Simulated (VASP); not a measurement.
Wanted: the native input for a VASP 6.6.1 run.

```yaml
Task: single point
Functional: PBEsol
Potentials_or_basis: VASP PAW PBE potentials, release 64 (Ga_d, Co)
Cutoff: 520 eV
k_mesh: 10 × 10 × 10
Occupations: gaussian, width 0.05 eV
Spin: collinear spin, ferromagnetic start
Starting_moments: "[-0.01, 0.69] μB"
Fixed_moment: 0.6 μB
Dipole_correction: no
Further_INCAR_settings: ALGO = Normal; EDIFF = 1e-06; NBANDS = 22
```

The structure of GaCo lies in POSCAR:

```
GaCo
1.0
    2.8780000000      0.0000000000      0.0000000000
    0.0000000000      2.8780000000      0.0000000000
    0.0000000000      0.0000000000      2.8780000000
Ga Co
1 1
Direct
    0.5000000000      0.5000000000      0.5000000000
    0.0000000000      0.0000000000      0.0000000000
```

One way to write it, as run:

INCAR

```
SYSTEM = GaCo
PREC = Accurate ; ENCUT = 520
EDIFF = 1E-6 ; ISMEAR = 0
SIGMA = 0.05 ; LREAL = .False.
LASPH = .True. ; NELM = 150
ALGO = Normal ; ISIF = 2
LWAVE = .False. ; LCHARG = .False.
ISPIN = 2 ; MAGMOM = -0.01 0.69
LORBIT = 11 ; NUPDOWN = 0.6
LMAXMIX = 4 ; GGA = PS
NBANDS = 22
```

KPOINTS

```
regular mesh
0
Gamma
  10 10 10
  0 0 0
```

Potentials or basis: VASP PAW PBE potentials, release 64 (Ga_d, Co).

Run with:

```console
$ cat potpaw_PBE.64/Ga_d/POTCAR potpaw_PBE.64/Co/POTCAR > POTCAR
$ mpirun -np 1 vasp_std > vasp.out
```

It gave:

```json
{
  "Pressure": "-5.3 GPa",
  "Net moment": "0.60 μB per cell",
  "Site moments": "Ga -0.02; Co +0.62 μB",
  "Valence electrons inside the program's atomic spheres": "Ga 11.79; Co 8.35"
}
```

Caveat: the cell stands under tension; the PAW data sets were made with another functional, which shifts forces and pressure a little; the total moment is fixed, so each spin has its own Fermi level.

It took 36 s on 1 thread of Intel(R) Xeon(R) Platinum 8375C CPU @ 2.90GHz (Ice Lake), on a shared host, peak memory 0.18 GiB.
